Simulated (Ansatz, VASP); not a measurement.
**InAs in VASP and in Ansatz**

```xyz
4
Lattice="3.0436 3.0436 0.0000 -3.0436 3.0436 0.0000 0.0000 0.0000 6.2089" Properties=species:S:1:pos:R:3 pbc="T T T"
In    1.5218    1.5218    1.5522
In   -1.5218    1.5218    4.6567
As    0.0000    0.0000    0.0000
As    0.0000    3.0436    3.1044
```

Change from the starting cell: strain along c alone, the other axes held, atoms relaxed: +2.0 %.

Alike in both runs: task single point; functional PBEsol; k mesh 12 × 12 × 10; occupations gaussian, width 0.1 eV; no spin polarisation.

|  | VASP | Ansatz |
| --- | --- | --- |
| version | VASP 6.6.1 | Ansatz 0.2.0 |
| potentials or method | VASP PAW PBE potentials, release 64 (In_d, As), cutoff 520 eV | scalar-relativistic, plane waves, PAW |
| valence electrons in the cell | 36 | 56 |

```csv
,VASP,Ansatz,Ansatz less VASP
gap on the k mesh at the Fermi level (eV),none,none,-
pressure (GPa),-1.0,-1.1,-0.08
"traceless stress, the component that is largest in VASP (GPa)",-0.48,-0.48,-0.002
```

VASP's potentials were made for PBE, not for PBEsol. A gap of «none» marks a metal or a gap that the smearing closes. VASP's potentials hold 36 valence electrons a cell and Ansatz's 56, so a difference there can come from the potentials and not from the codes.
